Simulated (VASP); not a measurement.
Here is a VASP 6.6.1 calculation.

Contents of INCAR:

```
PREC = Accurate
ENCUT = 520
EDIFF = 1E-6
ISMEAR = 0
SIGMA = 0.05
LREAL = False
LASPH = True
NELM = 80
ALGO = Normal
ISIF = 2
LWAVE = False
LCHARG = False
GGA = PE
NBANDS = 40
```

Contents of KPOINTS:

```
regular mesh
0
Gamma
  6 6 6
```

File POSCAR:

```
Si4O7
1.0
    0.0000000000      4.2357990674     -2.6899428419
    0.0000000000     -4.2357990674     -2.6899428419
   -4.2357990674      0.0000000000      2.6899428419
Si O
4 7
Direct
    0.2500000000      0.7500000000      0.5000000000
    0.7500000000      0.2500000000      0.5000000000
    0.0000000000      0.0000000000      1.0000000000
    0.5000000000      0.5000000000      1.0000000000
    1.0000000000      0.3069827092      0.3069827092
    0.5569827092      0.7500000000      0.8069827092
    0.0569827092      0.2500000000      0.8069827092
    0.0000000000      0.6930172908      0.6930172908
    0.4165320675      0.0482543227      0.4647863902
    0.9430172908      0.7500000000      0.1930172908
    0.4430172908      0.2500000000      0.1930172908
```

Potentials or basis: VASP PAW PBE potentials, release 64 (Si, O).

Launch:

```bash
$ cat potpaw_PBE.64/Si/POTCAR potpaw_PBE.64/O/POTCAR > POTCAR
$ mpirun -np 1 vasp_std > vasp.out
```

**Question.** What does it give for the band gap on the k mesh?

**Answer.** Zero (bands 29 and 30 overlap by 0.01 eV).

**Question.** Predict the pressure.

**Answer.** 29.1 GPa.

Forces in eV/Å, atoms in the order of the input:
```
Si   0.939  4.317  8.753
Si   0.939  4.317 -8.753
Si  -0.393  0.137  0.000
Si  -3.319 -2.192  0.000
O    0.110  0.142  0.000
O    1.456 -0.819 -1.183
O    1.456 -0.819  1.183
O   -0.156 -0.087  0.000
O   -7.905 -3.109  0.000
O    3.436 -0.943  3.233
O    3.436 -0.943 -3.233
```

Caveat: the cell differs from its parent crystal (atoms taken out, atom 9 moved 0.375 of the way to it and -0.500 Å across, host rigid).
